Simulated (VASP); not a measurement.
# C (Fd-3m) in VASP: notebook

The runs below take C through single point, with PBE.

All numbers are computed with VASP 6.6.1; they aren't measurements. Logs are shortened: lines on timing, memory, paths and dates and some standing lists are left out, and cuts for length are marked.

## Step 1: The cell of the first run

Symmetry: Fd-3m, No. 227, cubic system. The conventional cell has a = 3.511 Å, b = 3.511 Å, c = 3.511 Å, α = 90.00°, β = 90.00°, γ = 90.00°. C (site symmetry -43m) has 4 C at 1.52 Å within 2.0 Å.

## Step 2: Single point, PBE

INCAR reads:

```
PREC = Accurate ; ENCUT = 520
EDIFF = 1E-7 ; ISMEAR = -1
SIGMA = 0.1 ; LREAL = False
LASPH = True ; NELM = 100
ALGO = Normal ; ISIF = 2
LWAVE = False ; LCHARG = False
GGA = PE ; NBANDS = 11
```

KPOINTS reads:

```
regular mesh
0
Gamma
  18 18 18
```

POSCAR reads:

```
C
1.0
    0.0000000000      1.7555413604      1.7555413604
    1.7555413604      0.0000000000      1.7555413604
    1.7555413604      1.7555413604      0.0000000000
C
2
Direct
   -0.1250000000     -0.1250000000     -0.1250000000
    0.1250000000      0.1250000000      0.1250000000
```

Potentials or basis: VASP PAW PBE potentials, release 64 (C).

Run with:

```console
cat potpaw_PBE.64/C/POTCAR > POTCAR
mpirun -np 1 vasp_std > vasp.out
```

OUTCAR:

```text
PREC = Accurate
   ENCUT = 520
   EDIFF = 1E-7
   ISMEAR = -1
   LREAL = False
   LASPH = True
   NELM = 100
   ISIF = 2
   GGA = PE

 ion  position               nearest neighbor table
   1  0.875  0.875  0.875-   2 1.52   2 1.52   2 1.52   2 1.52
   2  0.125  0.125  0.125-   1 1.52   1 1.52   1 1.52   1 1.52

  LATTYP: Found a face centered cubic cell.
 ALAT       =     3.5110827208

  Lattice vectors:

 A1 = (   0.0000000000,   1.7555413604,   1.7555413604)
 A2 = (   1.7555413604,   0.0000000000,   1.7555413604)
 A3 = (   1.7555413604,   1.7555413604,   0.0000000000)

Analysis of symmetry for initial positions (statically):
=====================================================================
 Subroutine PRICEL returns:
 Original cell was already a primitive cell.

 Routine SETGRP: Setting up the symmetry group for a
 face centered cubic supercell.

 Subroutine GETGRP returns: Found 48 space group operations
 (whereof 12 operations were pure point group operations)
 out of a pool of 48 trial point group operations.

The static configuration has the point symmetry D_3d.
 The point group associated with its full space group is O_h .

Analysis of symmetry for dynamics (positions and initial velocities):
=====================================================================
 Subroutine PRICEL returns:
 Original cell was already a primitive cell.

 Routine SETGRP: Setting up the symmetry group for a
 face centered cubic supercell.

 Subroutine GETGRP returns: Found 48 space group operations
 (whereof 12 operations were pure point group operations)
 out of a pool of 48 trial point group operations.

The dynamic configuration has the point symmetry D_3d.
 The point group associated with its full space group is O_h .

 Subroutine INISYM returns: Found 48 space group operations
 (whereof 12 operations are pure point group operations),
 and found     1 'primitive' translations

----------------------------------------------------------------------------------------

                                     Primitive cell

  volume of cell :      10.8209

  direct lattice vectors                    reciprocal lattice vectors
     0.000000000  1.755541360  1.755541360    -0.284812430  0.284812430  0.284812430
     1.755541360  0.000000000  1.755541360     0.284812430 -0.284812430  0.284812430
     1.755541360  1.755541360  0.000000000     0.284812430  0.284812430 -0.284812430

[... 83 lines left out ...]
   EDIFF  = 0.1E-06   stopping-criterion for ELM
   LREAL  =      F    real-space projection
   EDIFFG = 0.1E-05   stopping-criterion for IOM
   NSW    =      0    number of steps for IOM
   IBRION =     -1    ionic relax: 0-MD 1-quasi-New 2-CG
   NFREE  =      0    steps in history (QN), initial steepest desc. (CG)
   ISIF   =      2    stress and relaxation
   ISYM   =      2    0-nonsym 1-usesym 2-fastsym
   POTIM  = 0.5000    time-step for ionic-motion
   TEBEG  =    0.0;   TEEND  =   0.0 temperature during run
   PSTRESS=    0.0 pullay stress
   NELECT =       8.0000    total number of electrons
   NUPDOWN=      -1.0000    fix difference up-down
   EMIN   =  10.00;   EMAX   =-10.00  energy-range for DOS
   EFERMI =   0.00;   METHOD = LEGACY
   ISMEAR =    -1;   SIGMA  =   0.10  broadening in eV -4-tet -1-fermi 0-gaus
   EFERMI_NEDOS =   21; number of points for ismear=-14 and -15
   IALGO  =     38    algorithm
   IMIX   =      4    mixing-type and parameters
     AMIX     =   0.40;   BMIX     =  1.00
     AMIX_MAG =   1.60;   BMIX_MAG =  1.00
  volume/ion in A,a.u.               =       5.41        36.51
  Fermi-wavevector in a.u.,A,eV,Ry     =   1.480302  2.797366 29.814379  2.191295
  Thomas-Fermi vector in A             =   2.594353
   LORBIT       =      0    0 simple, 1 ext, 2 COOP (PROOUT), +10 PAW based schemes
   GGA     = PE    functional components
   LHFCALC =     F    Hartree Fock is set to
   AEXX    =    0.0000 exact exchange contribution
   IVDW    =     0    specifies the selected vdW correction
   LEPSILON=     F    determine dielectric tensor
   LRPA    =     F    only Hartree local field effects (RPA)
 non-spin polarized calculation
  energy-cutoff  :      520.00
  volume of cell :       10.82
 maximum number of plane-waves:       303
   NGX =  9   NGY =  9   NGZ =  9

 number of electron       8.0000000 magnetization

 Free energy of the ion-electron system (eV)
  ---------------------------------------------------
  ext. energy  EPLUGINS =         0.00000000
  ---------------------------------------------------
  free energy    TOTEN  =       -18.14058128 eV

  energy without entropy =      -18.14058128  energy(sigma->0) =      -18.14058128

 E-fermi :  12.1955     XC(G=0): -13.4891

 val. band max:       10.4247710513   @ k =   0.0000   0.0000   0.0000
 cond. band min:      14.6753319113   @ k =   0.3889   0.3889   0.0000
 fundamental gap:      4.2505608600
 Fermi energy:        12.1954660639

 k-point     1 :       0.0000    0.0000    0.0000
  band No.  band energies     occupation
      1     -11.6971      2.00000
      2      10.4248      2.00000
      3      10.4248      2.00000
      4      10.4248      2.00000
      5      16.1454      0.00000
      6      16.1454      0.00000
      7      16.1454      0.00000
      8      24.8554      0.00000
      9      30.3348      0.00000
     10      37.4841      0.00000
     11      37.4841      0.00000
[... 309 lines left out ...]
 k-point    24 :      -0.2222    0.0556    0.0000
  band No.  band energies     occupation
      1      -9.9747      2.00000
      2       3.9692      2.00000
      3       7.8590      2.00000
      4       9.0153      2.00000
      5      18.0189      0.00000
      6      18.8962      0.00000
      7      19.1453      0.00000
      8      25.5491      0.00000
      9      31.8484      0.00000
     10      32.0177      0.00000
     11      34.1830      0.00000

 [... further k-points ...]
[... 5 lines left out ...]
  --------------------------------------------------------------------------------------
  -------------------------------------------------------------------------------------
  Total        1.7062997      1.7062997      1.7062997      0.0000000      0.0000000     -0.0000000
  in kB      252.6403462    252.6403462    252.6403462      0.0000000      0.0000000     -0.0000000
  external PRESSURE =     252.6403462 kB  Pullay stress =       0.0000000 kB

 VOLUME and BASIS-vectors are now :
 -----------------------------------------------------------------------------
  energy-cutoff  :      520.00
  volume of cell :       10.82
      direct lattice vectors                 reciprocal lattice vectors
     0.000000000  1.755541360  1.755541360    -0.284812430  0.284812430  0.284812430
     1.755541360  0.000000000  1.755541360     0.284812430 -0.284812430  0.284812430
     1.755541360  1.755541360  0.000000000     0.284812430  0.284812430 -0.284812430

 POSITION                                       TOTAL-FORCE (eV/Angst)
 -----------------------------------------------------------------------------------
      3.07220      3.07220      3.07220        -0.000000     -0.000000     -0.000000
      0.43889      0.43889      0.43889         0.000000      0.000000      0.000000
 -----------------------------------------------------------------------------------
    total drift:                                0.000000      0.000000      0.000000

  FREE ENERGIE OF THE ION-ELECTRON SYSTEM (eV)
  ---------------------------------------------------
  free  energy   TOTEN  =       -18.1405812849 eV

  energy  without entropy=      -18.1405812848  energy(sigma->0) =      -18.14058128
```

It took 9 s on 1 thread of Intel Xeon 6975P-C (Granite Rapids), shared host; peak memory 0.12 GiB.

What came out:

```yaml
Free_energy: -18.1406 eV
Pressure: 25.3 GPa
Band_gap_on_the_k_mesh: 4.25 eV, indirect (least direct gap 5.72 eV)
```

Levels at points of the mesh, in eV from the valence-band top:
```
           k point  band 2  band 3  band 4  band 5  band 6  band 7
(0.00, 0.00, 0.00)    0.00    0.00    0.00    5.72    5.72    5.72
(0.50, 0.00, 0.00)  -13.91   -2.92   -2.92    8.66    8.66    9.50
(0.50, 0.50, 0.00)  -13.10   -6.59   -6.59    4.86    4.86   17.54
```

## Step 3: Single point, PBE

INCAR reads:

```
SYSTEM = C
ALGO     = Normal         ! electronic algorithm
EDIFF    = 1E-6           ! SCF threshold, eV
ENCUT    = 520            ! plane-wave cutoff, eV
GGA      = PE             ! functional
ISIF     = 2              ! what is computed and relaxed
ISMEAR   = 1              ! smearing method
LASPH    = .True.         ! aspherical terms in the spheres
LCHARG   = .False.        ! write CHGCAR
LREAL    = .False.        ! projectors in reciprocal space
LWAVE    = .False.        ! write WAVECAR
NBANDS   = 11             ! bands
NELM     = 100            ! most SCF steps
PREC     = Accurate       ! precision mode
SIGMA    = 0.025          ! smearing width, eV
```

KPOINTS reads:

```
k-points
0
Gamma
  18 18 18
  0 0 0
```

POSCAR is that of step 2.

Potentials or basis: VASP PAW PBE potentials, release 64 (C).

Run with:

```console
cat potpaw_PBE.64/C/POTCAR > POTCAR
mpirun -np 1 vasp_std > vasp.out
```

It took 7.7 s on 1 thread of Intel Xeon 6975P-C (Granite Rapids), shared host; peak memory 0.12 GiB.

Results (log left out):

```yaml
Free_energy: -18.1406 eV
Pressure: 25.3 GPa
Band_gap_on_the_k_mesh: 4.25 eV, indirect (least direct gap 5.72 eV)
```

Levels at points of the mesh, in eV from the valence-band top:
| k point | band 1 | band 2 | band 3 | band 4 | band 5 | band 6 | band 7 | band 8 |
| --- | --- | --- | --- | --- | --- | --- | --- | --- |
| (0.00, 0.00, 0.00) | -22.12 | 0.00 | 0.00 | 0.00 | 5.72 | 5.72 | 5.72 | 14.43 |
| (0.50, 0.00, 0.00) | -16.07 | -13.91 | -2.92 | -2.92 | 8.66 | 8.66 | 9.50 | 16.13 |
| (0.50, 0.50, 0.00) | -13.10 | -13.10 | -6.59 | -6.59 | 4.86 | 4.86 | 17.54 | 17.54 |

A k mesh can miss the band edges.

## Step 4: Single point, PBE

This run uses another cell than the first one, of 5.70 Å³/atom, 1.053 times its volume.

INCAR reads:

```
SYSTEM = C
ALGO = Normal
EDIFF = 1E-6
ENCUT = 520
GGA = PE
ISIF = 2
ISMEAR = -1
LASPH = .TRUE.
LCHARG = .FALSE.
LREAL = .FALSE.
LWAVE = .FALSE.
NBANDS = 11
NELM = 60
PREC = Accurate
SIGMA = 0.1
```

KPOINTS reads:

```
k-points
0
G
  18 18 18
  0 0 0
```

POSCAR reads:

```
C
1.0
    0.0000000000      1.7858152642      1.7858152642
    1.7858152642      0.0000000000      1.7858152642
    1.7858152642      1.7858152642      0.0000000000
C
2
Direct
   -0.1250000000     -0.1250000000     -0.1250000000
    0.1250000000      0.1250000000      0.1250000000
```

Run with:

```console
cat potpaw_PBE.64/C/POTCAR > POTCAR
mpirun -np 1 vasp_std > vasp.out
```

Run time: 9.3 s. Hardware: 1 thread of Intel Xeon 6975P-C (Granite Rapids), shared host; peak memory 0.12 GiB.

The run converged. Its results:

| Property | Result |
| --- | --- |
| Free energy | -18.1858 eV |
| Pressure | 0.6 GPa |
| Band gap on the k mesh | 4.14 eV, indirect (least direct gap 5.58 eV) |

Levels at points of the mesh, in eV from the valence-band top:
| k point | band 1 | band 2 | band 3 | band 4 | band 5 | band 6 | band 7 | band 8 |
| --- | --- | --- | --- | --- | --- | --- | --- | --- |
| (0.00, 0.00, 0.00) | -21.42 | 0.00 | 0.00 | 0.00 | 5.58 | 5.58 | 5.58 | 13.24 |
| (0.50, 0.00, 0.00) | -15.67 | -13.33 | -2.79 | -2.79 | 8.44 | 8.44 | 8.79 | 15.66 |
| (0.50, 0.50, 0.00) | -12.73 | -12.73 | -6.27 | -6.27 | 4.75 | 4.75 | 16.75 | 16.75 |

A k mesh can miss the band edges. A hybrid or GW would open this gap; PBE tends to underestimate it.

## Step 5: Single point, PBE

This run uses another cell than the first one, of 5.70 Å³/atom, 1.053 times its volume.

INCAR reads:

```
PREC = Accurate ; ENCUT = 520
EDIFF = 1E-6 ; ISMEAR = -1
SIGMA = 0.1 ; LREAL = F
LASPH = T ; NELM = 60
ALGO = Normal ; ISIF = 2
LWAVE = F ; LCHARG = F
GGA = PE ; NBANDS = 11
```

KPOINTS reads:

```
Automatic mesh
0
Gamma
  18 18 18
```

POSCAR is that of step 4.

Run with:

```console
cat potpaw_PBE.64/C/POTCAR > POTCAR
mpirun -np 1 vasp_std > vasp.out
```

It took 9.2 s on 1 thread of Intel Xeon 6975P-C (Granite Rapids), shared host; peak memory 0.12 GiB.

The run converged. Its results:

```
Free energy            : -18.1858 eV
Pressure               : 0.6 GPa
Band gap on the k mesh : 4.14 eV, indirect (least direct gap 5.58 eV)
```

Levels at points of the mesh, in eV from the valence-band top:
```csv
k point,band 1,band 2,band 3,band 4,band 5,band 6,band 7,band 8,band 9
"(0.00, 0.00, 0.00)",-21.42,0.00,0.00,0.00,5.58,5.58,5.58,13.24,19.24
"(0.50, 0.00, 0.00)",-15.67,-13.33,-2.79,-2.79,8.44,8.44,8.79,15.66,21.84
"(0.50, 0.50, 0.00)",-12.73,-12.73,-6.27,-6.27,4.75,4.75,16.75,16.75,23.16
```

A k mesh can miss the band edges. PBE gaps usually lie below the measured ones, often by a third to a half.

## Step 6: The runs side by side

```csv
cell,smearing,gap on the mesh (eV),pressure (GPa)
"a = 2.483 Å, angles 60.0°, 2 atoms",fermi-dirac 0.1 eV,4.25,25.3
"a = 2.483 Å, angles 60.0°, 2 atoms",methfessel-paxton 0.025 eV,4.25,25.3
"a = 2.526 Å, angles 60.0°, 2 atoms",fermi-dirac 0.1 eV,4.14,0.6
```

Alike in all rows: task single point; level PBE; potentials or basis VASP PAW PBE potentials, release 64 (C); no spin polarisation; k mesh 18 × 18 × 18; cutoff (eV) 520.

Absolute energies hang on the potentials; compare differences alone.
